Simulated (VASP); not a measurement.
# ZnSe (F-43m) in VASP: notebook

Runs on ZnSe. Level: r2SCAN. Tasks: single point.

All numbers are computed with VASP 6.6.1; they aren't measurements. Logs are shortened: lines on timing, memory, paths and dates and some standing lists are left out, and cuts for length are marked.

### 1 The cell of the first run

The structure is cubic, space group F-43m (No. 216). The conventional cell has a = 5.637 Å, b = 5.637 Å, c = 5.637 Å, α = 90.00°, β = 90.00°, γ = 90.00°. Within 3.2 Å of Zn (site symmetry -43m) lie 4 Se at 2.44 Å. Within 3.2 Å of Se (site symmetry -43m) lie 4 Zn at 2.44 Å.

### 2 Single point, r2SCAN

POSCAR reads:

```
ZnSe
1.0
    0.0000000000      2.8187197554      2.8187197554
    2.8187197554      0.0000000000      2.8187197554
    2.8187197554      2.8187197554      0.0000000000
Zn Se
1 1
Direct
    0.0000000000      0.0000000000      0.0000000000
    0.7500000000      0.7500000000      0.7500000000
```

INCAR.step1 reads:

```
PREC = Accurate
ENCUT = 520
ISMEAR = 0
SIGMA = 0.01
LREAL = False
LASPH = True
NELM = 100
NBANDS = 16
GGA = PE
ALGO = Normal
EDIFF = 1E-4
LWAVE = True
LCHARG = False
```

INCAR.step2 reads:

```
PREC = Accurate
ENCUT = 520
EDIFF = 1E-6
ISMEAR = 0
SIGMA = 0.01
LREAL = False
LASPH = True
NELM = 100
ALGO = Normal
ISIF = 2
LWAVE = False
LCHARG = False
METAGGA = R2SCAN
LMIXTAU = True
NBANDS = 16
ISTART = 1
```

KPOINTS reads:

```
regular mesh
0
Gamma
  8 8 8
```

Potentials or basis: VASP PAW PBE potentials, release 64 (Zn, Se).

Command:

```sh
cat potpaw_PBE.64/Zn/POTCAR potpaw_PBE.64/Se/POTCAR > POTCAR
cp INCAR.step1 INCAR
mpirun -np 1 vasp_std > vasp.out
cp INCAR.step2 INCAR
mpirun -np 1 vasp_std > vasp.out
```

OUTCAR:

```text
PREC = Accurate
   ENCUT = 520
   EDIFF = 1E-6
   ISMEAR = 0
   LREAL = False
   LASPH = True
   NELM = 100
   ISIF = 2
   METAGGA = R2SCAN
   ISTART = 1

 ion  position               nearest neighbor table
   1  0.000  0.000  0.000-   2 2.44   2 2.44   2 2.44   2 2.44
   2  0.750  0.750  0.750-   1 2.44   1 2.44   1 2.44   1 2.44

  LATTYP: Found a face centered cubic cell.
 ALAT       =     5.6374395108

  Lattice vectors:

 A1 = (   0.0000000000,   2.8187197554,   2.8187197554)
 A2 = (   2.8187197554,   0.0000000000,   2.8187197554)
 A3 = (   2.8187197554,   2.8187197554,   0.0000000000)

Analysis of symmetry for initial positions (statically):
[... 5 lines left out ...]
 face centered cubic supercell.

 Subroutine GETGRP returns: Found 24 space group operations
 (whereof 24 operations were pure point group operations)
 out of a pool of 48 trial point group operations.

The static configuration has the point symmetry T_d .

Analysis of symmetry for dynamics (positions and initial velocities):
[... 5 lines left out ...]
 face centered cubic supercell.

 Subroutine GETGRP returns: Found 24 space group operations
 (whereof 24 operations were pure point group operations)
 out of a pool of 48 trial point group operations.

The dynamic configuration has the point symmetry T_d .

 Subroutine INISYM returns: Found 24 space group operations
 (whereof 24 operations are pure point group operations),
 and found     1 'primitive' translations

----------------------------------------------------------------------------------------

                                     Primitive cell

  volume of cell :      44.7905

  direct lattice vectors                    reciprocal lattice vectors
     0.000000000  2.818719755  2.818719755    -0.177385495  0.177385495  0.177385495
     2.818719755  0.000000000  2.818719755     0.177385495 -0.177385495  0.177385495
     2.818719755  2.818719755  0.000000000     0.177385495  0.177385495 -0.177385495

  length of vectors
     3.986271707  3.986271707  3.986271707     0.307240690  0.307240690  0.307240690

  position of ions in fractional coordinates (direct lattice)
     0.000000000  0.000000000  0.000000000
     0.750000000  0.750000000  0.750000000

  ion indices of the primitive-cell ions
   primitive index   ion index
                 1           1
                 2           2

----------------------------------------------------------------------------------------

 KPOINTS: regular mesh

Automatic generation of k-mesh.
 Grid dimensions read from file:
 generate k-points for:    8    8    8

 Generating k-lattice:

  Cartesian coordinates                     Fractional coordinates (reciprocal lattice)
    -0.022173187  0.022173187  0.022173187     0.125000000  0.000000000  0.000000000
     0.022173187 -0.022173187  0.022173187     0.000000000  0.125000000  0.000000000
     0.022173187  0.022173187 -0.022173187     0.000000000  0.000000000  0.125000000

  Length of vectors
     0.038405086  0.038405086  0.038405086

  Shift w.r.t. Gamma in fractional coordinates (k-lattice)
     0.000000000  0.000000000  0.000000000

 Subroutine IBZKPT returns following result:
 ===========================================

 Found     29 irreducible k-points:

 Following reciprocal coordinates:
            Coordinates               Weight
  0.000000  0.000000  0.000000      1.000000
  0.125000  0.000000  0.000000      8.000000
  0.250000  0.000000  0.000000      8.000000
  0.375000  0.000000  0.000000      8.000000
  0.500000  0.000000  0.000000      4.000000
  0.125000  0.125000  0.000000      6.000000
[... 16 lines left out ...]
  0.500000  0.250000  0.125000     48.000000
 -0.375000  0.250000  0.125000     24.000000
 [... further k-points ...]
   k-points           NKPTS =     29   k-points in BZ     NKDIM =     29   number of bands    NBANDS=     16
   number of dos      NEDOS =    301   number of ions     NIONS =      2
   total plane-waves  NPLWV =  27000
   dimension x,y,z NGX =    30 NGY =   30 NGZ =   30
   dimension x,y,z NGXF=    60 NGYF=   60 NGZF=   60
   ions per type =               1   1
   NGX,Y,Z   is equivalent  to a cutoff of  12.51, 12.51, 12.51 a.u.
   NGXF,Y,Z  is equivalent  to a cutoff of  25.02, 25.02, 25.02 a.u.
 SYSTEM =  unknown system
   PREC   = accura    normal or accurate (medium, high low for compatibility)
   ISTART =      1    job   : 0-new  1-cont  2-samecut
   ICHARG =      0    charge: 1-file 2-atom 10-const
   ISPIN  =      1    spin polarized calculation?
   LNONCOLLINEAR =      F non collinear calculations
   LSORBIT =      F    spin-orbit coupling
   LASPH  =      T    aspherical Exc in radial PAW
   ENCUT  =  520.0 eV  38.22 Ry    6.18 a.u.   7.41  7.41  7.41*2*pi/ulx,y,z
   NELM   =    100;   NELMIN=  2; NELMDL=  0     # of ELM steps
   EDIFF  = 0.1E-05   stopping-criterion for ELM
   LREAL  =      F    real-space projection
   EDIFFG = 0.1E-04   stopping-criterion for IOM
   NSW    =      0    number of steps for IOM
   IBRION =     -1    ionic relax: 0-MD 1-quasi-New 2-CG
   NFREE  =      0    steps in history (QN), initial steepest desc. (CG)
   ISIF   =      2    stress and relaxation
   ISYM   =      2    0-nonsym 1-usesym 2-fastsym
   POTIM  = 0.5000    time-step for ionic-motion
   TEBEG  =    0.0;   TEEND  =   0.0 temperature during run
   PSTRESS=    0.0 pullay stress
   NELECT =      18.0000    total number of electrons
   NUPDOWN=      -1.0000    fix difference up-down
   EMIN   =  10.00;   EMAX   =-10.00  energy-range for DOS
   EFERMI =   0.00;   METHOD = LEGACY
   ISMEAR =     0;   SIGMA  =   0.01  broadening in eV -4-tet -1-fermi 0-gaus
   EFERMI_NEDOS =   21; number of points for ismear=-14 and -15
   IALGO  =     38    algorithm
   IMIX   =      4    mixing-type and parameters
     AMIX     =   0.40;   BMIX     =  1.00
     AMIX_MAG =   1.60;   BMIX_MAG =  1.00
  volume/ion in A,a.u.               =      22.40       151.13
  Fermi-wavevector in a.u.,A,eV,Ry     =   1.208102  2.282983 19.857860  1.459512
  Thomas-Fermi vector in A             =   2.343720
   LORBIT       =      0    0 simple, 1 ext, 2 COOP (PROOUT), +10 PAW based schemes
   METAGGA = R2SCAN    functional components
   LHFCALC =     F    Hartree Fock is set to
   AEXX    =    0.0000 exact exchange contribution
   IVDW    =     0    specifies the selected vdW correction
   LEPSILON=     F    determine dielectric tensor
   LRPA    =     F    only Hartree local field effects (RPA)
 non-spin polarized calculation
 Gauss-broadening in eV      SIGMA  =   0.01
  energy-cutoff  :      520.00
  volume of cell :       44.79
 maximum number of plane-waves:      1243
 NGX is ok and might be reduce to    30
   NGX = 15   NGY = 15   NGZ = 15

 number of electron      17.9999999 magnetization

 Free energy of the ion-electron system (eV)
  ---------------------------------------------------
  ext. energy  EPLUGINS =         0.00000000
  ---------------------------------------------------
  free energy    TOTEN  =       -24.90697595 eV

  energy without entropy =      -24.90697595  energy(sigma->0) =      -24.90697595

 E-fermi :   1.5742     XC(G=0):  -9.9984

 val. band max:        1.4376521596   @ k =   0.0000   0.0000   0.0000
 cond. band min:       3.3749030409   @ k =   0.0000   0.0000   0.0000
 fundamental gap:      1.9372508813
 Fermi energy:         1.5742264011

 k-point     1 :       0.0000    0.0000    0.0000
  band No.  band energies     occupation
      1     -12.3839      2.00000
      2      -5.3151      2.00000
      3      -5.3151      2.00000
      4      -5.3151      2.00000
      5      -4.8915      2.00000
      6      -4.8915      2.00000
[... 8 lines left out ...]
     15      13.4982      0.00000
     16      13.4983      0.00000

 k-point     2 :       0.1250    0.0000    0.0000
  band No.  band energies     occupation
      1     -12.2766      2.00000
      2      -5.3068      2.00000
      3      -5.2978      2.00000
      4      -5.2977      2.00000
      5      -4.8929      2.00000
      6      -4.8929      2.00000
[... 8 lines left out ...]
     15      12.6933      0.00000
     16      12.9908      0.00000

 k-point     3 :       0.2500    0.0000    0.0000
  band No.  band energies     occupation
      1     -11.9976      2.00000
      2      -5.2591      2.00000
      3      -5.2590      2.00000
      4      -5.2460      2.00000
      5      -4.8915      2.00000
      6      -4.8915      2.00000
[... 8 lines left out ...]
     15      12.4636      0.00000
     16      12.7985      0.00000

 k-point     4 :       0.3750    0.0000    0.0000
  band No.  band energies     occupation
      1     -11.6836      2.00000
      2      -5.2270      2.00000
      3      -5.2269      2.00000
      4      -5.0354      2.00000
      5      -4.8810      2.00000
      6      -4.8809      2.00000
[... 8 lines left out ...]
     15      13.6729      0.00000
     16      13.6729      0.00000

 k-point     5 :       0.5000    0.0000    0.0000
  band No.  band energies     occupation
      1     -11.5405      2.00000
      2      -5.2163      2.00000
      3      -5.2162      2.00000
      4      -4.8733      2.00000
      5      -4.8732      2.00000
      6      -4.7304      2.00000
[... 8 lines left out ...]
     15      15.3207      0.00000
     16      15.3208      0.00000

 k-point     6 :       0.1250    0.1250    0.0000
  band No.  band energies     occupation
      1     -12.2407      2.00000
      2      -5.3227      2.00000
      3      -5.2825      2.00000
      4      -5.2825      2.00000
      5      -4.9035      2.00000
      6      -4.8838      2.00000
[... 8 lines left out ...]
     15      13.4599      0.00000
     16      13.7306      0.00000

 k-point     7 :       0.2500    0.1250    0.0000
  band No.  band energies     occupation
      1     -12.0181      2.00000
      2      -5.3027      2.00000
      3      -5.2418      2.00000
      4      -5.2377      2.00000
      5      -4.9094      2.00000
      6      -4.8771      2.00000
[... 8 lines left out ...]
     15      13.6027      0.00000
     16      14.2894      0.00000

 k-point     8 :       0.3750    0.1250    0.0000
  band No.  band energies     occupation
      1     -11.7110      2.00000
      2      -5.2415      2.00000
      3      -5.2047      2.00000
      4      -5.1201      2.00000
      5      -4.8905      2.00000
      6      -4.8699      2.00000
[... 8 lines left out ...]
     15      13.8963      0.00000
     16      14.4386      0.00000

 k-point     9 :       0.5000    0.1250    0.0000
  band No.  band energies     occupation
      1     -11.5029      2.00000
      2      -5.2144      2.00000
      3      -5.1911      2.00000
      4      -4.9219      2.00000
      5      -4.8709      2.00000
      6      -4.7528      2.00000
[... 8 lines left out ...]
     15      14.7183      0.00000
     16      15.3319      0.00000
[... 172 lines left out ...]
 k-point    19 :       0.5000    0.3750    0.0000
  band No.  band energies     occupation
      1     -11.3001      2.00000
      2      -5.2454      2.00000
      3      -5.0632      2.00000
      4      -5.0409      2.00000
      5      -4.8487      2.00000
      6      -4.7255      2.00000
[... 8 lines left out ...]
     15      15.8046      0.00000
     16      16.6131      0.00000

 k-point    20 :      -0.3750    0.3750    0.0000
  band No.  band energies     occupation
      1     -11.2746      2.00000
      2      -5.2096      2.00000
      3      -5.0849      2.00000
      4      -4.9795      2.00000
      5      -4.8687      2.00000
      6      -4.6174      2.00000
[... 8 lines left out ...]
     15      14.1175      0.00000
     16      17.7839      0.00000

 k-point    21 :       0.5000    0.5000    0.0000
  band No.  band energies     occupation
      1     -11.2528      2.00000
      2      -5.2659      2.00000
      3      -5.0371      2.00000
      4      -5.0371      2.00000
      5      -4.8392      2.00000
      6      -4.7063      2.00000
[... 8 lines left out ...]
     15      16.0795      0.00000
     16      16.6266      0.00000

 k-point    22 :       0.3750    0.2500    0.1250
  band No.  band energies     occupation
      1     -11.7789      2.00000
      2      -5.2654      2.00000
      3      -5.2018      2.00000
      4      -5.1732      2.00000
      5      -4.9074      2.00000
      6      -4.8656      2.00000
[... 8 lines left out ...]
     15      14.4417      0.00000
     16      15.7368      0.00000

 k-point    23 :       0.5000    0.2500    0.1250
  band No.  band energies     occupation
      1     -11.5163      2.00000
      2      -5.2078      2.00000
      3      -5.1737      2.00000
      4      -5.0253      2.00000
      5      -4.8791      2.00000
      6      -4.8310      2.00000
[... 8 lines left out ...]
     15      14.8608      0.00000
     16      15.9124      0.00000

 k-point    24 :      -0.3750    0.2500    0.1250
  band No.  band energies     occupation
      1     -11.3993      2.00000
      2      -5.1974      2.00000
      3      -5.1582      2.00000
      4      -4.9290      2.00000
      5      -4.8854      2.00000
      6      -4.6777      2.00000
[... 8 lines left out ...]
     15      14.9375      0.00000
     16      15.8407      0.00000

 [... further k-points ...]
[... 5 lines left out ...]
  --------------------------------------------------------------------------------------
  -------------------------------------------------------------------------------------
  Total        0.3115242      0.3115242      0.3115242      0.0000000      0.0000000     -0.0000000
  in kB       11.1433720     11.1433720     11.1433720      0.0000000      0.0000000     -0.0000000
  external PRESSURE =      11.1433720 kB  Pullay stress =       0.0000000 kB

 VOLUME and BASIS-vectors are now :
 -----------------------------------------------------------------------------
  energy-cutoff  :      520.00
  volume of cell :       44.79
      direct lattice vectors                 reciprocal lattice vectors
     0.000000000  2.818719755  2.818719755    -0.177385495  0.177385495  0.177385495
     2.818719755  0.000000000  2.818719755     0.177385495 -0.177385495  0.177385495
     2.818719755  2.818719755  0.000000000     0.177385495  0.177385495 -0.177385495

 POSITION                                       TOTAL-FORCE (eV/Angst)
 -----------------------------------------------------------------------------------
      0.00000      0.00000      0.00000        -0.000000     -0.000000     -0.000000
      4.22808      4.22808      4.22808         0.000000      0.000000      0.000000
 -----------------------------------------------------------------------------------
    total drift:                               -0.000025     -0.000025     -0.000025

  FREE ENERGIE OF THE ION-ELECTRON SYSTEM (eV)
  ---------------------------------------------------
  free  energy   TOTEN  =       -24.9069759527 eV

  energy  without entropy=      -24.9069759527  energy(sigma->0) =      -24.90697595
```

It took 93 s on 1 thread of Intel Xeon Platinum 8259CL at 2.50GHz (Skylake/Cascade Lake), shared host; peak memory 0.18 GiB.

Results:

```
Free energy            : -24.9070 eV
Pressure               : 1.1 GPa
Band gap on the k mesh : 1.94 eV, direct
```

Caveat: the PAW data sets were made with another functional, which shifts forces and pressure a little. r2SCAN opens gaps a little over a GGA but as a rule still falls short of measured ones.

### 3 Single point, r2SCAN

This run uses another cell than the first one, of 22.74 Å³/atom, 1.015 times its volume.

POSCAR reads:

```
ZnSe
1.0
    0.0000000000      2.8329303775      2.8329303775
    2.8329303775      0.0000000000      2.8329303775
    2.8329303775      2.8329303775      0.0000000000
Zn Se
1 1
Direct
    0.0000000000      0.0000000000      0.0000000000
    0.7500000000      0.7500000000      0.7500000000
```

INCAR.step1 reads:

```
ALGO = Normal
EDIFF = 1E-4
ENCUT = 520
GGA = PE
ISMEAR = -1
LASPH = T
LCHARG = F
LREAL = F
LWAVE = T
NBANDS = 16
NELM = 80
PREC = Accurate
SIGMA = 0.1
```

INCAR.step2 reads:

```
ALGO = Normal
EDIFF = 1E-6
ENCUT = 520
ISIF = 2
ISMEAR = -1
ISTART = 1
LASPH = T
LCHARG = F
LMIXTAU = T
LREAL = F
LWAVE = F
METAGGA = R2SCAN
NBANDS = 16
NELM = 80
PREC = Accurate
SIGMA = 0.1
```

KPOINTS reads:

```
k-points
0
Gamma
  14 14 14
```

Potentials or basis: VASP PAW PBE potentials, release 64 (Zn, Se).

Command:

```sh
cat potpaw_PBE.64/Zn/POTCAR potpaw_PBE.64/Se/POTCAR > POTCAR
cp INCAR.step1 INCAR
mpirun -np 1 vasp_std > vasp.out
cp INCAR.step2 INCAR
mpirun -np 1 vasp_std > vasp.out
```

It took 4.8 min on 1 thread of Intel Xeon Platinum 8259CL at 2.50GHz (Skylake/Cascade Lake), shared host; peak memory 0.22 GiB.

It converged, with:

```
Free energy            : -24.9097 eV
Pressure               : 0.1 GPa
Band gap on the k mesh : 1.87 eV, direct
```

Levels at points of the mesh, in eV from the valence-band top:
| k point | band 5 | band 6 | band 7 | band 8 | band 9 | band 10 | band 11 | band 12 | band 13 | band 14 |
| --- | --- | --- | --- | --- | --- | --- | --- | --- | --- | --- |
| (0.00, 0.00, 0.00) | -6.29 | -6.29 | 0.00 | 0.00 | 0.00 | 1.87 | 6.32 | 6.32 | 6.32 | 10.59 |
| (0.50, 0.00, 0.00) | -6.27 | -6.13 | -5.31 | -0.88 | -0.88 | 3.05 | 6.87 | 6.87 | 9.08 | 11.71 |
| (0.50, 0.50, 0.00) | -6.24 | -6.11 | -4.80 | -2.24 | -2.24 | 3.33 | 3.87 | 11.51 | 12.07 | 12.07 |

Caveat: the PAW data sets were made with another functional, which shifts forces and pressure a little. r2SCAN opens gaps a little over a GGA but as a rule still falls short of measured ones.
